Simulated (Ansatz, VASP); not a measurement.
# Si4O: VASP beside Ansatz

File INCAR:

```
ALGO = Normal
EDIFF = 1E-6
ENCUT = 600
GGA = PE
GGA_COMPAT = False
ISIF = 2
ISMEAR = 0
ISPIN = 2
LASPH = True
LCHARG = True
LELF = True
LORBIT = 11
LREAL = False
LVHAR = True
LWAVE = False
MAGMOM = 0 0 0 0 1
NBANDS = 23
NELM = 200
PREC = Accurate
SIGMA = 0.1
```

Contents of KPOINTS:

```
k-points
0
Gamma
  4 4 4
```

File POSCAR:

```
Si4O
1.0
   -2.8002321900      2.8002321900      2.8002321900
    2.8002321900     -2.8002321900      2.8002321900
    2.8002321900      2.8002321900     -2.8002321900
Si O
4 1
Direct
    0.3495999900      0.3495999900      0.3495999900
    0.6504000100      0.0000000000      0.0000000000
    0.0000000000      0.0000000000      0.6504000100
    0.0000000000      0.6504000100      0.0000000000
    0.0000000000      0.0000000000      0.0000000000
```

Input for Ansatz:

```yaml
crystal:
  lattice:
    - [-2.80023219, 2.80023219, 2.80023219]
    - [2.80023219, -2.80023219, 2.80023219]
    - [2.80023219, 2.80023219, -2.80023219]
  atoms:
    - { symbol: Si, position: [0.34959999, 0.34959999, 0.34959999] }
    - { symbol: Si, position: [0.65040001, 0.0, 0.0] }
    - { symbol: Si, position: [0.0, 0.0, 0.65040001] }
    - { symbol: Si, position: [0.0, 0.65040001, 0.0] }
    - { symbol: O, position: [0.0, 0.0, 0.0], spin: 1.0 }
basis:
  ecutwfc: 420
kpoints:
  mp_grid: { grid: [4, 4, 4] }
hamiltonian:
  xc: pbe
scf:
  occupations: { method: gaussian, width: 0.1 }
  lower_state_search: "off"
output:
  forces: true
  stress: true
  eigenvalues: true
  populations: true
magnetization:
  spin_polarized: true
```

Change from the starting cell: species swapped into the GeF4 type (I-43m, No. 217).

Alike in both runs: task single point; functional PBE; k mesh 4 × 4 × 4; occupations gaussian, width 0.1 eV; collinear spin.

```csv
,VASP,Ansatz
version,VASP 6.6.1,Ansatz 0.2.0
potentials or method,"VASP PAW PBE potentials, release 64 (Si, O), cutoff 600 eV","scalar-relativistic, plane waves, PAW"
valence electrons in the cell,22,22
```

```tsv
	VASP	Ansatz	Ansatz less VASP
gap on the k mesh at the Fermi level (eV)	none	none	-
pressure (GPa)	9.9	9.9	+0.04
rms of the force components (eV/Å)	2.686	2.684	-0.0020
net moment per atom (μB)	0.00	0.00	-0.001
```

Atom by atom the forces differ by 0.002 eV/Å (rms over components). A gap of «none» marks a metal or a gap that the smearing closes. Ansatz's warnings: seeded moment not kept.

The k mesh is coarse, so the values compare programs but aren't converged.
